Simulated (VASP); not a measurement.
Cr:

```
Cr
1.0
    -1.44195    1.44195    1.44195
     1.44195   -1.44195    1.44195
     1.44195    1.44195   -1.44195
Cr
1
Direct
  0.00000 0.00000 0.00000
```

Base run:

```yaml
Program: VASP 6.6.1
Functional: PBE
Potentials_or_basis: VASP PAW PBE potentials, release 64 (Cr_pv)
Cutoff: 500 eV
k_mesh: 13 × 13 × 13
Occupations: fermi-dirac, width 0.1 eV
Spin: collinear spin, ferromagnetic start
Starting_moments: "[1.16] μB"
Fixed_moment: 1.2 μB
```

Its results: pressure 3.0 GPa; site moments Cr +1.12 μB.

Q: After a change of settings the same cell gave: pressure 67.9 GPa; site moments Cr +3.33 μB. Which change was it?
A. fixed moment from 1.2 μB to 3.6 μB; moments at the start from [1.16] to [3.42]
B. fixed moment from 1.2 μB to 0.6 μB; moments at the start from [1.16] to [0.58]
C. fixed moment from 1.2 μB to 3 μB; moments at the start from [1.16] to [2.88]
D. fixed moment from 1.2 μB to 2.4 μB; moments at the start from [1.16] to [2.31]

A: A.

Caveats: the total moment is fixed, so each spin has its own Fermi level; the cell stands under pressure (at least some runs).
